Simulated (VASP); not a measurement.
# TiSi6 in VASP: a series of runs

Runs on TiSi6. Level: PBEsol. Tasks: relaxation of the atoms.

Program: VASP 6.6.1. These are calculated values, not measurements. Logs are shortened: lines on timing, memory, paths and dates and some standing lists are left out, and cuts for length are marked.

**1. The cell of the first run**

The cell holds a slab with vacuum, 7 atoms: a = 3.842 Å, b = 3.842 Å, c = 26.058 Å, α = 90.00°, β = 90.00°, γ = 120.00°.

**2. Relaxation of the atoms, PBEsol, collinear spin**

Input file INCAR:

```
SYSTEM = TiSi6
  PREC = Accurate
  ENCUT = 520
  EDIFF = 1E-6
  ISMEAR = 0
  SIGMA = 0.05
  LREAL = .FALSE.
  LASPH = .TRUE.
  NELM = 150
  ALGO = Normal
  ISIF = 2
  LWAVE = .FALSE.
  LCHARG = .FALSE.
  ISPIN = 2
  MAGMOM = 0 0 0 0 0 0 2
  LORBIT = 11
  LMAXMIX = 4
  LDIPOL = .TRUE.
  IDIPOL = 3
  DIPOL = 0.5 0.5 0.495
  GGA = PS
  IBRION = 2
  NSW = 90
  EDIFFG = -0.03
  KPAR = 4
```

Input file KPOINTS:

```
Automatic mesh
0
G
  9 9 1
  0 0 0
```

Input file POSCAR:

```
TiSi6
1.0
    3.8417168278      0.0000000000      0.0000000000
   -1.9208584139      3.3270243670      0.0000000000
    0.0000000000      0.0000000000     26.0576844733
Si Ti
6 1
Selective dynamics
Direct
    0.3333333333      0.6666666667      0.3261993601  F F F
    0.0000000000      0.0000000000      0.3562936366  F F F
    0.0000000000      0.0000000000      0.4465764664  F F F
    0.6666666667      0.3333333333      0.4759187077  T T T
    0.6666666667      0.3333333333      0.5684832977  T T T
    0.3333333333      0.6666666667      0.5943515468  T T T
    0.3333333333      0.6666666667      0.6987353420  T T T
```

Potentials or basis: VASP PAW PBE potentials, release 64 (Si, Ti_sv).

Command:

```sh
cat potpaw_PBE.64/Si/POTCAR potpaw_PBE.64/Ti_sv/POTCAR > POTCAR
mpirun -np 4 vasp_std > vasp.out
```

OUTCAR:

```text
SYSTEM = TiSi6
   PREC = Accurate
   ENCUT = 520
   EDIFF = 1E-6
   ISMEAR = 0
   LREAL = .FALSE.
   LASPH = .TRUE.
   NELM = 150
   ISIF = 2
   ISPIN = 2
   LORBIT = 11
   GGA = PS
   IBRION = 2
   NSW = 90
   EDIFFG = -0.03

 ion  position               nearest neighbor table
   1  0.333  0.667  0.326-   2 2.35   2 2.35   2 2.35
   2  0.000  0.000  0.356-   1 2.35   1 2.35   1 2.35   3 2.35
   3  0.000  0.000  0.447-   4 2.35   4 2.35   4 2.35   2 2.35
   4  0.667  0.333  0.476-   3 2.35   3 2.35   3 2.35   5 2.41
   5  0.667  0.333  0.568-   6 2.32   6 2.32   6 2.32   4 2.41
   6  0.333  0.667  0.594-   5 2.32   5 2.32   5 2.32   7 2.72
   7  0.333  0.667  0.699-   6 2.72

  LATTYP: Found a hexagonal cell.
 ALAT       =     3.8417168278
 C/A-ratio  =     6.7828227955

  Lattice vectors:

 A1 = (   3.8417168278,   0.0000000000,   0.0000000000)
 A2 = (  -1.9208584139,   3.3270243670,   0.0000000000)
 A3 = (   0.0000000000,   0.0000000000,  26.0576844733)

Analysis of symmetry for initial positions (statically):
=====================================================================
 Subroutine PRICEL returns:
 Original cell was already a primitive cell.

 Routine SETGRP: Setting up the symmetry group for a
 hexagonal supercell.

 Subroutine GETGRP returns: Found  6 space group operations
 (whereof  6 operations were pure point group operations)
 out of a pool of 24 trial point group operations.

The static configuration has the point symmetry C_3v.

Analysis of symmetry for dynamics (positions and initial velocities):
=====================================================================
 Subroutine PRICEL returns:
 Original cell was already a primitive cell.

 Routine SETGRP: Setting up the symmetry group for a
 hexagonal supercell.

 Subroutine GETGRP returns: Found  6 space group operations
 (whereof  6 operations were pure point group operations)
 out of a pool of 24 trial point group operations.

The dynamic configuration has the point symmetry C_3v.

Analysis of constrained symmetry for selective dynamics:
=====================================================================
 Subroutine PRICEL returns:
 Original cell was already a primitive cell.

 Routine SETGRP: Setting up the symmetry group for a
 hexagonal supercell.

 Subroutine GETGRP returns: Found  6 space group operations
 (whereof  6 operations were pure point group operations)
 out of a pool of 24 trial point group operations.

The constrained configuration has the point symmetry C_3v.

Analysis of structural, dynamic, and magnetic symmetry:
=====================================================================
 Subroutine PRICEL returns:
 Original cell was already a primitive cell.

 Routine SETGRP: Setting up the symmetry group for a
 hexagonal supercell.

 Subroutine GETGRP returns: Found  6 space group operations
 (whereof  6 operations were pure point group operations)
 out of a pool of 24 trial point group operations.

The overall configuration has the point symmetry C_3v.

 Subroutine INISYM returns: Found  6 space group operations
 (whereof  6 operations are pure point group operations),
 and found     1 'primitive' translations

----------------------------------------------------------------------------------------

                                     Primitive cell

  volume of cell :     333.0559

  direct lattice vectors                    reciprocal lattice vectors
     3.841716828  0.000000000  0.000000000     0.260300289  0.150284442  0.000000000
    -1.920858414  3.327024367  0.000000000     0.000000000  0.300568884  0.000000000
     0.000000000  0.000000000 26.057684473     0.000000000  0.000000000  0.038376395

  length of vectors
     3.841716828  3.841716828 26.057684473     0.300568884  0.300568884  0.038376395

  position of ions in fractional coordinates (direct lattice)
     0.333333333  0.666666667  0.326199360
     0.000000000  0.000000000  0.356293637
[... 64 lines left out ...]
 SYSTEM =  TiSi6
   PREC   = accura    normal or accurate (medium, high low for compatibility)
   ISTART =      0    job   : 0-new  1-cont  2-samecut
   ICHARG =      2    charge: 1-file 2-atom 10-const
   ISPIN  =      2    spin polarized calculation?
   LNONCOLLINEAR =      F non collinear calculations
   LSORBIT =      F    spin-orbit coupling
   LASPH  =      T    aspherical Exc in radial PAW
   ENCUT  =  520.0 eV  38.22 Ry    6.18 a.u.   7.14  7.14 48.45*2*pi/ulx,y,z
   NELM   =    150;   NELMIN=  2; NELMDL= -5     # of ELM steps
   EDIFF  = 0.1E-05   stopping-criterion for ELM
   LREAL  =      F    real-space projection
   EDIFFG = -.3E-01   stopping-criterion for IOM
   NSW    =     90    number of steps for IOM
   IBRION =      2    ionic relax: 0-MD 1-quasi-New 2-CG
   NFREE  =      1    steps in history (QN), initial steepest desc. (CG)
   ISIF   =      2    stress and relaxation
   ISYM   =      2    0-nonsym 1-usesym 2-fastsym
   POTIM  = 0.5000    time-step for ionic-motion
   TEBEG  =    0.0;   TEEND  =   0.0 temperature during run
   PSTRESS=    0.0 pullay stress
   NELECT =      36.0000    total number of electrons
   NUPDOWN=      -1.0000    fix difference up-down
   EMIN   =  10.00;   EMAX   =-10.00  energy-range for DOS
   EFERMI =   0.00;   METHOD = LEGACY
   ISMEAR =     0;   SIGMA  =   0.05  broadening in eV -4-tet -1-fermi 0-gaus
   EFERMI_NEDOS =   21; number of points for ismear=-14 and -15
   IALGO  =     38    algorithm
   IMIX   =      4    mixing-type and parameters
     AMIX     =   0.40;   BMIX     =  1.00
     AMIX_MAG =   1.60;   BMIX_MAG =  1.00
  volume/ion in A,a.u.               =      47.58       321.08
  Fermi-wavevector in a.u.,A,eV,Ry     =   0.779836  1.473676  8.274304  0.608144
  Thomas-Fermi vector in A             =   1.883023
   LORBIT       =     11    0 simple, 1 ext, 2 COOP (PROOUT), +10 PAW based schemes
   GGA     = PS    functional components
   LHFCALC =     F    Hartree Fock is set to
   AEXX    =    0.0000 exact exchange contribution
   IVDW    =     0    specifies the selected vdW correction
   LEPSILON=     F    determine dielectric tensor
   LRPA    =     F    only Hartree local field effects (RPA)
 conjugate gradient relaxation of ions
 spin polarized calculation
 Gauss-broadening in eV      SIGMA  =   0.05
  energy-cutoff  :      520.00
  volume of cell :      333.06
 maximum number of plane-waves:      9045
 NGX is ok and might be reduce to    30
   NGX = 15   NGY = 15   NGZ = 97

 dipolmoment           0.000000      0.000000      0.158543 electrons x Angstroem

--------------------------------------- Ionic step        1  -------------------------------------------

 number of electron      35.9999996 magnetization       1.9999276

 Free energy of the ion-electron system (eV)
  ---------------------------------------------------
  ext. energy  EPLUGINS =         0.00000000
  ---------------------------------------------------
  free energy    TOTEN  =       -38.17153608 eV

  energy without entropy =      -38.16729196  energy(sigma->0) =      -38.16941402

------------------------ aborting loop because EDIFF is reached ----------------------------------------

  FORCE on cell =-STRESS in cart. coord.  units (eV):
  Direction    XX          YY          ZZ          XY          YZ          ZX
  --------------------------------------------------------------------------------------
  -------------------------------------------------------------------------------------
  Total       -3.1838613     -3.1838613     -1.6877634      0.0000000      0.0000000      0.0000000
  in kB      -15.3160782    -15.3160782     -8.1190461      0.0000000      0.0000000      0.0000000
  external PRESSURE =     -12.9170675 kB  Pullay stress =       0.0000000 kB
[... 233 lines left out ...]
--------------------------------------- Ionic step        7  -------------------------------------------

 number of electron      35.9999999 magnetization       1.9994221

 dipolmoment           0.000000      0.000000     -0.076060 electrons x Angstroem

 Free energy of the ion-electron system (eV)
  ---------------------------------------------------
  ext. energy  EPLUGINS =         0.00000000
  ---------------------------------------------------
  free energy    TOTEN  =       -38.26822118 eV

  energy without entropy =      -38.26433394  energy(sigma->0) =      -38.26627756

 E-fermi :   0.1048     XC(G=0):  -4.9030

 val. band max:        0.0790989841   @ k =   0.0000   0.0000   0.0000
 cond. band min:       0.1085011735   @ k =   0.1111   0.0000   0.0000
 fundamental gap:      0.0294021894
 Fermi energy:         0.1048048886

 spin component 1

 k-point     1 :       0.0000    0.0000    0.0000
  band No.  band energies     occupation
      1     -57.6212      1.00000
      2     -33.9884      1.00000
      3     -33.9884      1.00000
      4     -33.9777      1.00000
      5     -11.4724      1.00000
      6     -10.6590      1.00000
[... 301 lines left out ...]
     22       1.2355      0.00000
     23       2.3107      0.00000
 Fermi energy:         0.1048048886

 spin component 2

 k-point     1 :       0.0000    0.0000    0.0000
  band No.  band energies     occupation
      1     -55.9853      1.00000
      2     -32.4394      1.00000
      3     -32.2872      1.00000
      4     -32.2872      1.00000
      5     -11.5403      1.00000
      6     -10.7424      1.00000
[... 301 lines left out ...]
     22       2.4040      0.00000
     23       2.7373      0.00000

------------------------ aborting loop because EDIFF is reached ----------------------------------------

 vacuum level on the upper side and lower side of the slab       (xc-potential included)        -0.561         0.520

  FORCE on cell =-STRESS in cart. coord.  units (eV):
  Direction    XX          YY          ZZ          XY          YZ          ZX
  --------------------------------------------------------------------------------------
  -------------------------------------------------------------------------------------
  Total       -3.7112086     -3.7112086     -0.1730844      0.0000000      0.0000000      0.0000000
  in kB      -17.8529009    -17.8529009     -0.8326288      0.0000000      0.0000000      0.0000000
  external PRESSURE =     -12.1794769 kB  Pullay stress =       0.0000000 kB
[... 22 lines left out ...]
  FREE ENERGIE OF THE ION-ELECTRON SYSTEM (eV)
  ---------------------------------------------------
  free  energy   TOTEN  =       -38.2682211761 eV

  energy  without entropy=      -38.2643339399  energy(sigma->0) =      -38.26627756

 reached required accuracy - stopping structural energy minimisation

 vacuum level on the upper side and lower side of the slab         3.695         4.876

 total charge

# of ion       s       p       d       tot
------------------------------------------
    1        0.796   0.850   0.000   1.645
    2        0.758   0.918   0.000   1.676
    3        0.763   0.920   0.000   1.683
    4        0.762   0.924   0.000   1.686
    5        0.767   0.899   0.000   1.665
    6        0.770   0.922   0.000   1.692
    7        2.178   5.993   1.890  10.062
--------------------------------------------------
tot          6.794  11.425   1.890  20.110

 magnetization (x)

# of ion       s       p       d       tot
------------------------------------------
    1       -0.030  -0.155   0.000  -0.185
    2       -0.001  -0.011   0.000  -0.012
    3       -0.007  -0.028   0.000  -0.035
    4        0.000  -0.004   0.000  -0.004
    5        0.008  -0.002   0.000   0.006
    6       -0.006  -0.014   0.000  -0.020
    7        0.031   0.038   1.647   1.716
--------------------------------------------------
tot         -0.004  -0.177   1.647   1.467
```

Run time: 7.7 min. Hardware: 4 MPI ranks of Intel Xeon 6975P-C (Granite Rapids), shared host; peak memory 0.66 GiB.

Results:

```
Free energy                                           : -38.2682 eV
Energy gained by relaxing                             : 13.8 meV/atom
Ionic steps                                           : 7
Band gap on the k mesh                                : zero (filled and empty bands overlap)
Net moment                                            : 2.00 μB per cell
Site moments                                          : Si -0.18, -0.01, -0.04, -0.00, +0.01, -0.02; Ti +1.72 μB
Valence electrons inside the program's atomic spheres : Si 1.65, 1.68, 1.69, 1.67 (each value once); Ti 10.06
```

The path:
```tsv
step	energy change (eV)	largest force on free atoms (eV/Å)	pressure (GPa)
1	0.0000	1.1267	-1.29
2	-0.0732	0.5448	-1.30
3	-0.0896	0.3063	-1.28
4	-0.0954	0.1031	-1.25
5	-0.0957	0.0797	-1.24
6	-0.0964	0.0501	-1.23
7	-0.0967	0.0279	-1.22
```

Final structure:
```
CELL_PARAMETERS angstrom
3.84172 0.00000 0.00000
-1.92086 3.32702 0.00000
0.00000 0.00000 26.05768
ATOMIC_POSITIONS crystal
Si 0.33333 0.66667 0.32620
Si 0.00000 0.00000 0.35629
Si 0.00000 0.00000 0.44658
Si 0.66667 0.33333 0.47612
Si 0.66667 0.33333 0.56781
Si 0.33333 0.66667 0.59803
Ti 0.33333 0.66667 0.69560
```

Levels at points of the mesh, in eV from the Fermi level:
Spin up:
| k point | band 16 | band 17 | band 18 | band 19 | band 20 | band 21 | band 22 | band 23 |
| --- | --- | --- | --- | --- | --- | --- | --- | --- |
| (0.00, 0.00, 0.00) | -0.09 | -0.09 | -0.03 | -0.03 | 0.01 | 0.56 | 0.56 | 0.86 |
Spin down:
| k point | band 14 | band 15 | band 16 | band 17 | band 18 | band 19 | band 20 | band 21 |
| --- | --- | --- | --- | --- | --- | --- | --- | --- |
| (0.00, 0.00, 0.00) | -0.52 | -0.52 | -0.13 | -0.13 | 0.47 | 1.13 | 1.72 | 1.72 |

Caveat: the PAW data sets were made with another functional, which shifts forces and pressure a little.

**3. Relaxation of the atoms, PBEsol, collinear spin**

Input file INCAR:

```
SYSTEM = TiSi6
  PREC = Accurate
  ENCUT = 520
  EDIFF = 1E-7
  ISMEAR = 0
  SIGMA = 0.05
  LREAL = .False.
  LASPH = .True.
  NELM = 150
  ALGO = Normal
  ISIF = 2
  LWAVE = .False.
  LCHARG = .False.
  ISPIN = 2
  MAGMOM = 0 0 0 0 0 0 2
  LORBIT = 11
  LMAXMIX = 4
  LDIPOL = .True.
  IDIPOL = 3
  DIPOL = 0.5 0.5 0.489
  GGA = PS
  IBRION = 2
  NSW = 90
  EDIFFG = -0.03
  KPAR = 4
```

Input file KPOINTS:

```
Automatic mesh
0
Gamma
  9 9 1
  0 0 0
```

POSCAR: that of step 2 with these lines changed.

```diff
@@ -15,2 +15,2 @@
     0.3333333333      0.6666666667      0.5943515468  T T T
-    0.3333333333      0.6666666667      0.6987353420  T T T
+    0.0000000000      0.0000000000      0.6542187235  T T T
```

Potentials or basis: VASP PAW PBE potentials, release 64 (Si, Ti_sv).

Command:

```sh
cat potpaw_PBE.64/Si/POTCAR potpaw_PBE.64/Ti_sv/POTCAR > POTCAR
mpirun -np 4 vasp_std > vasp.out
```

Wall time 24 min (4 MPI ranks of Intel Xeon 6975P-C (Granite Rapids), shared host); peak memory 0.69 GiB.

Results (log left out):

```yaml
Free_energy: -40.0792 eV
Energy_gained_by_relaxing: 101.9 meV/atom
Ionic_steps: 20
Band_gap_on_the_k_mesh: zero (filled and empty bands overlap)
Net_moment: 0.00 μB per cell
Valence_electrons_inside_the_program's_atomic_spheres: Si 1.65, 1.67, 1.69, 1.66, 1.78 (each value once); Ti 10.37
```

The path:
```
step  energy change (eV)  largest force on free atoms (eV/Å)  pressure (GPa)
   1              0.0000                              1.2780           -1.18
   2             -0.1381                              1.3047           -1.24
   3             -0.4249                              1.2972           -1.02
   4              0.2683                              2.7004            1.00
   5             -0.4692                              1.5988           -0.72
   6             -0.5466                              1.0152           -0.41
   7             -0.5531                              1.1378           -0.28
   8             -0.6024                              0.8266           -0.32
   9             -0.6457                              0.3250           -0.35
  10             -0.6459                              0.3329           -0.35
  11             -0.6575                              0.2899           -0.32
  12             -0.6671                              0.3061           -0.27
  13             -0.6766                              0.2714           -0.16
  14             -0.6904                              0.3185            0.19
  15             -0.7007                              0.2225            0.21
  16             -0.7129                              0.0754            0.32
  17             -0.7129                              0.0698            0.31
  18             -0.7134                              0.0518            0.36
  19             -0.7134                              0.0474            0.36
  20             -0.7136                              0.0177            0.38
```

Final structure:
```
Si Ti
1.0
     3.84172    0.00000    0.00000
    -1.92086    3.32702    0.00000
     0.00000    0.00000   26.05768
Si Ti
6 1
Direct
  0.33333 0.66667 0.32620
  0.00000 0.00000 0.35629
  0.00000 0.00000 0.44658
  0.66667 0.33333 0.47578
  0.66667 0.33333 0.56625
  0.33333 0.66667 0.59388
  0.00000 0.00000 0.62965
```

Levels at points of the mesh, in eV from the Fermi level:
Spin up:
| k point | band 14 | band 15 | band 16 | band 17 | band 18 | band 19 | band 20 | band 21 | band 22 | band 23 |
| --- | --- | --- | --- | --- | --- | --- | --- | --- | --- | --- |
| (0.00, 0.00, 0.00) | -1.16 | -0.70 | -0.70 | -0.18 | -0.15 | -0.15 | 0.35 | 0.97 | 1.49 | 1.49 |
Spin down:
```tsv
k point	band 16	band 17	band 18	band 19	band 20	band 21
(0.00, 0.00, 0.00)	-0.70	-0.18	-0.15	-0.15	0.35	0.97
```

Caveat: the PAW data sets were made with another functional, which shifts forces and pressure a little.

The gap in the log of VASP goes by the Fermi energy; the results here count the filled bands.